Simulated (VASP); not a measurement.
A run of VASP 6.6.1 is set up as follows.

Contents of INCAR:

```
PREC = Accurate
ENCUT = 600
EDIFF = 1E-6
ISMEAR = 0
SIGMA = 0.1
LREAL = F
LASPH = T
NELM = 80
ALGO = Fast
ISIF = 3
LWAVE = F
LCHARG = F
GGA = PS
IBRION = 2
NSW = 100
EDIFFG = -0.01
```

Contents of KPOINTS:

```
regular mesh
0
Gamma
  10 10 10
```

File POSCAR:

```
NiSn3
1.0
    4.4217742697      0.0000000000      0.0000000000
    0.0000000000      4.4217742697      0.0000000000
    0.0000000000      0.0000000000      4.4217742697
Sn Ni
3 1
Direct
    0.0000000000      0.5000000000      0.5000000000
    0.5000000000      0.0000000000      0.5000000000
    0.5000000000      0.5000000000      0.0000000000
    0.0000000000      0.0000000000      0.0000000000
```

Potentials or basis: VASP PAW PBE potentials, release 64 (Sn_d, Ni).

The run is started by

```console
$ cat potpaw_PBE.64/Sn_d/POTCAR potpaw_PBE.64/Ni/POTCAR > POTCAR
$ mpirun -np 1 vasp_std > vasp.out
```

Q: Estimate the space group after relaxing (to 0.1 Å).

A: Pm-3m (No. 221).

Q: What does it give for the relaxed cell?

A: a = 4.409 Å, b = 4.409 Å, c = 4.409 Å, α = 90.00°, β = 90.00°, γ = 90.00°.

Final structure:
```cif
data_structure
_symmetry_space_group_name_H-M 'P 1'
_symmetry_Int_Tables_number 1
_cell_length_a 4.4093
_cell_length_b 4.4093
_cell_length_c 4.4093
_cell_angle_alpha 90.000
_cell_angle_beta 90.000
_cell_angle_gamma 90.000
_cell_volume 85.72
loop_
_atom_site_label
_atom_site_type_symbol
_atom_site_fract_x
_atom_site_fract_y
_atom_site_fract_z
_atom_site_occupancy
Sn1 Sn 0.00000 0.50000 0.50000 1
Sn2 Sn 0.50000 0.00000 0.50000 1
Sn3 Sn 0.50000 0.50000 0.00000 1
Ni1 Ni 0.00000 0.00000 0.00000 1
```

Caveat: spin-orbit coupling is left out, which moves the levels of the heavy elements. Spin polarisation is off, so any magnetic state and its effect on volume and gap are missing.
